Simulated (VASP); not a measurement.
Here is a VASP 6.6.1 calculation.

INCAR

```
ALGO = Normal ; EDIFF = 1E-6
ENCUT = 520 ; GGA = PE
ISIF = 2 ; ISMEAR = 0
IVDW = 12 ; LASPH = T
LCHARG = T ; LELF = T
LREAL = F ; LVHAR = T
LWAVE = F ; NBANDS = 38
NELM = 60 ; PREC = Accurate
SIGMA = 0.1
```

KPOINTS

```
k-points
0
Gamma
  9 9 6
```

File POSCAR:

```
TaSi2
1.0
    4.7465087823      0.0000000000      0.0000000000
   -2.3732543911      4.1105971848      0.0000000000
    0.0000000000      0.0000000000      6.5422153551
Ta Si
3 6
Direct
    0.5000000000      0.0000000000      0.5000000000
    0.5000000000      0.5000000000      0.8333333333
    0.0000000000      0.5000000000      0.1666666667
    0.1590378690      0.3180757380      0.5000000000
    0.8409621310      0.1590378690      0.8333333333
    0.6819242620      0.8409621310      0.1666666667
    0.8409621310      0.6819242620      0.5000000000
    0.1590378690      0.8409621310      0.8333333333
    0.3180757380      0.1590378690      0.1666666667
```

Potentials or basis: VASP PAW PBE potentials, release 64 (Ta_pv, Si).

Command:

```bash
$ cat potpaw_PBE.64/Ta_pv/POTCAR potpaw_PBE.64/Si/POTCAR > POTCAR
$ mpirun -np 1 vasp_std > vasp.out
```

What does it give for the dispersion energy per atom?

-0.563 eV.

What does it give for the pressure?

0.1 GPa.

Forces on the atoms (eV/Å):
```
Ta   0.000  0.000  0.000
Ta   0.000  0.000  0.000
Ta   0.000  0.000  0.000
Si   0.000 -0.004  0.000
Si   0.004 -0.002  0.000
Si   0.004  0.002  0.000
Si   0.000  0.004  0.000
Si  -0.004  0.002  0.000
Si  -0.004 -0.002  0.000
```

Caveat: pairwise dispersion overbinds metals, which lowers pressure and volume.
